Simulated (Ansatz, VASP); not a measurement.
**Two plane-wave programs on SiO2**

Contents of INCAR:

```
PREC = Accurate
ENCUT = 520
EDIFF = 1E-6
ISMEAR = -1
SIGMA = 0.02
LREAL = False
LASPH = True
NELM = 100
ALGO = Normal
ISIF = 2
LWAVE = False
LCHARG = False
GGA = PE
IBRION = 2
NSW = 80
EDIFFG = -0.02
```

KPOINTS

```
Automatic mesh
0
Gamma
  4 4 3
```

File POSCAR:

```
SiO2
1.0
    4.9960000000      0.0000000000      0.0000000000
    0.0000000000      4.9960000000      0.0000000000
    0.0000000000      0.0000000000      7.0160000000
Si O
4 8
Direct
    0.2952500000      0.2952500000      0.0000000000
    0.2047500000      0.7952500000      0.2500000000
    0.7047500000      0.7047500000      0.5000000000
    0.7952500000      0.2047500000      0.7500000000
    0.2406000000      0.0951500000      0.1748200000
    0.4048500000      0.7406000000      0.4248200000
    0.7594000000      0.9048500000      0.6748200000
    0.5951500000      0.2594000000      0.9248200000
    0.7406000000      0.4048500000      0.5751800000
    0.9048500000      0.7594000000      0.3251800000
    0.2594000000      0.5951500000      0.0751800000
    0.0951500000      0.2406000000      0.8251800000
```

Input for Ansatz:

```yaml
crystal:
  lattice:
    - [4.996, 0.0, 0.0]
    - [0.0, 4.996, 0.0]
    - [0.0, 0.0, 7.016]
  atoms:
    - { symbol: Si, position: [0.29525, 0.29525, 0.0] }
    - { symbol: Si, position: [0.20475, 0.79525, 0.25] }
    - { symbol: Si, position: [0.70475, 0.70475, 0.5] }
    - { symbol: Si, position: [0.79525, 0.20475, 0.75] }
    - { symbol: O, position: [0.2406, 0.09515, 0.17482] }
    - { symbol: O, position: [0.40485, 0.7406, 0.42482] }
    - { symbol: O, position: [0.7594, 0.90485, 0.67482] }
    - { symbol: O, position: [0.59515, 0.2594, 0.92482] }
    - { symbol: O, position: [0.7406, 0.40485, 0.57518] }
    - { symbol: O, position: [0.90485, 0.7594, 0.32518] }
    - { symbol: O, position: [0.2594, 0.59515, 0.07518] }
    - { symbol: O, position: [0.09515, 0.2406, 0.82518] }
kpoints:
  mp_grid: { grid: [4, 4, 3] }
scf:
  occupations: { method: fermi_dirac, width: 0.02 }
hamiltonian:
  xc: pbe
  pseudopotentials: { kind: paw, frozen_core: stored }
output:
  forces: true
  stress: true
  populations: true
  efg: { quadrupole_moments_barn: { O: -0.02558 } }
relax:
  f_tol: 0.02
  max_steps: 60
```

Alike in both runs: task relaxation of the atoms; functional PBE; k mesh 4 × 4 × 3; occupations fermi-dirac, width 0.02 eV; no spin polarisation.

|  | VASP | Ansatz |
| --- | --- | --- |
| version | VASP 6.6.1 | Ansatz 0.2.0 |
| potentials or method | VASP PAW PBE potentials, release 64 (Si, O) | plane-wave PAW, scalar-relativistic |
| plane-wave cutoff (eV) | 520 | 420 |
| valence electrons in the cell | 64 | 64 |

```tsv
	VASP	Ansatz	Ansatz less VASP
gap on the k mesh at the Fermi level, each at its own relaxed structure (eV)	5.59	5.59	+0.002
```

Ansatz's warnings: stress scf threshold loose.
